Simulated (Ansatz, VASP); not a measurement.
# Two plane-wave programs on Sn2HO2

The input INCAR:

```
PREC = Accurate
ENCUT = 520
EDIFF = 1E-6
ISMEAR = 0
SIGMA = 0.05
LREAL = F
LASPH = T
NELM = 150
ALGO = Normal
ISIF = 2
LWAVE = F
LCHARG = F
ISPIN = 2
MAGMOM = 0 0 0 0 1
LORBIT = 11
LDIPOL = T
IDIPOL = 3
DIPOL = 0.5 0.5 0.311
GGA = PE
IVDW = 12
NBANDS = 32
```

The input KPOINTS:

```
regular mesh
0
Gamma
  7 7 1
```

The input POSCAR:

```
Sn2HO2
1.0
    3.8201629938      0.0000000000      0.0000000000
    0.0000000000      3.8201629938      0.0000000000
    0.0000000000      0.0000000000     19.3630415395
Sn O H
2 2 1
Direct
    0.7500000000      0.2500000000      0.2065791158
    0.2500000000      0.7500000000      0.3286178737
    0.2500000000      0.2500000000      0.2675984948
    0.7500000000      0.7500000000      0.2675984948
    0.5000000000      1.0000000000      0.4835522106
```

Input for Ansatz:

```yaml
crystal:
  lattice:
    - [3.8201629938, 0.0, 0.0]
    - [0.0, 3.8201629938, 0.0]
    - [0.0, 0.0, 19.3630415395]
  atoms:
    - { symbol: Sn, position: [0.75, 0.25, 0.2065791158] }
    - { symbol: O, position: [0.25, 0.25, 0.2675984948] }
    - { symbol: O, position: [0.75, 0.75, 0.2675984948] }
    - { symbol: Sn, position: [0.25, 0.75, 0.3286178737] }
    - { symbol: H, position: [0.5, 1.0, 0.4835522106], spin: 1.0 }
basis:
  ecutwfc: 420
kpoints:
  mp_grid: { grid: [7, 7, 1] }
hamiltonian:
  xc: pbe
  pseudopotentials: { kind: paw, azcp: { folder: soft_1 } }
  dispersion: d3bj
scf:
  occupations: { method: gaussian, width: 0.05 }
output:
  forces: true
  eigenvalues: true
  populations: true
  write_density: true
  write_potential: true
  elf: true
  volumetric_format: npy
magnetization:
  spin_polarized: true
efield:
  axis: 3
  dipole_correction: true
  ramp_width: 0.04
```

Alike in both runs: task single point; functional PBE; dispersion D3(BJ); k mesh 7 × 7 × 1; occupations gaussian, width 0.05 eV; collinear spin.

```csv
,VASP,Ansatz
version,VASP 6.6.1,Ansatz 0.2.0
potentials or method,"VASP PAW PBE potentials, release 64 (Sn_d, O, H), cutoff 520 eV","scalar-relativistic, plane waves, PAW"
valence electrons in the cell,41,41
```

Ansatz gave:

* gap on the k mesh at the Fermi level (eV): 1.99
* least direct gap on the mesh (eV): 2.01
* rms of the force components (eV/Å): 0.027
* net moment per atom (μB): 0.20
* size of the moment on the site where the two differ most (μB): 0.87

Problem. What did VASP give for the same quantities?

Solution. gap on the k mesh at the Fermi level (eV): 2.27; least direct gap on the mesh (eV): 2.30; rms of the force components (eV/Å): 0.040; net moment per atom (μB): 0.20; size of the moment on the site where the two differ most (μB): 0.37.

Site moments also hang on the region over which each program counts them. Ansatz's warnings: xc potential rough in thin density.
